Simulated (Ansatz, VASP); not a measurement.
# Os in VASP and in Ansatz

```
CELL_PARAMETERS angstrom
0.00000 1.98315 1.98315
1.98315 0.00000 1.98315
1.98315 1.98315 0.00000
ATOMIC_POSITIONS crystal
Os 0.00000 0.00000 0.00000
```

Change from the starting cell: volume scaled by 1.06, PAW files.

Alike in both runs: task electric field gradients; functional PBE; k mesh 14 × 14 × 14; occupations fermi-dirac, width 0.03 eV; no spin polarisation.

```csv
,VASP,Ansatz
version,VASP 6.6.1,Ansatz 0.2.0
potentials or method,"VASP PAW PBE potentials, release 64 (Os)","PAW with Ansatz's default frozen-core files, scalar-relativistic"
plane-wave cutoff (eV),520,420
valence electrons in the cell,8,16
```

Ansatz gave:

- pressure (GPa): -26.8

Q: Estimate VASP's values.

A: Pressure (GPa): -27.2.

VASP's potentials hold 8 valence electrons a cell and Ansatz's 16, so a difference there can come from the potentials and not from the codes.

Spin-orbit coupling is off throughout.
